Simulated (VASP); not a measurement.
The system is BeS.

```
Be S
1.0
     0.00000    2.43792    2.43792
     2.43792    0.00000    2.43792
     2.43792    2.43792    0.00000
Be S
1 1
Direct
  0.00000 0.00000 0.00000
  0.25000 0.25000 0.25000
```

```yaml
Program: VASP 6.6.1
Task: relaxation of cell and atoms
Functional: LDA
Potentials_or_basis: VASP PAW LDA potentials, release 64 (Be, S)
Cutoff: 600 eV
k_mesh: 8 × 8 × 8
Occupations: fermi-dirac, width 0.02 eV
Spin: no spin polarisation
```

At the start: pressure -4.5 GPa; volume 14.49 Å³/atom.

Question: How do energy, volume and symmetry change on relaxing?

Answer: Over 3 steps the energy falls by 10.1 meV/atom and the volume is 13.80 Å³/atom (-4.8 %); space group F-43m (No. 216, to 0.05 Å).

The path:
```tsv
step	energy change (eV)	largest force (eV/Å)	pressure (GPa)	volume (Å³)
1	0.0000	0.0000	-4.53	28.98
2	-0.0191	0.0000	1.18	27.29
3	-0.0202	0.0000	0.00	27.60
```

Final structure:
```
Be S
1.0
     0.00000    2.39866    2.39866
     2.39866    0.00000    2.39866
     2.39866    2.39866    0.00000
Be S
1 1
Direct
  0.00000 0.00000 0.00000
  0.25000 0.25000 0.25000
```
